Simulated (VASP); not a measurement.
PbSe: single point with PBE

PbSe:

```
CELL_PARAMETERS angstrom
0.00000 3.12453 3.12453
3.12453 0.00000 3.12453
3.12453 3.12453 0.00000
ATOMIC_POSITIONS crystal
Pb 0.50000 0.50000 0.50000
Se 0.00000 0.00000 0.00000
```

This cell differs from its parent crystal: volume scaled by 1.020.

| Quantity | Value |
| --- | --- |
| Program | VASP 6.6.1 |
| Task | single point |
| Functional | PBE |
| Potentials or basis | VASP PAW PBE potentials, release 64 (Pb_d, Se) |
| Cutoff | 520 eV |
| k mesh | 10 × 10 × 10 |
| Occupations | gaussian, width 0.05 eV |
| Spin | non-collinear spin, zero start, spin-orbit coupling |
| Starting moments | [[0.0, 0.0, 0.0], [0.0, 0.0, 0.0]] μB |
| Dipole correction | no |
| Further INCAR settings | ALGO = Normal; EDIFF = 1e-06; NBANDS = 32 |

| Item | Value |
| --- | --- |
| Pressure | -0.8 GPa |
| Net moment | 0.00 μB per cell |
| Valence electrons inside the program's atomic spheres | Pb 11.83; Se 3.79 |

Moments on the atoms (μB; x, y, z):
```
Pb  0.00 0.00 0.00
Se  0.00 0.00 0.00
```

It took 4.7 min on 1 thread of Oxide Virtual Turin-like Processor (shared host), peak memory 0.42 GiB.
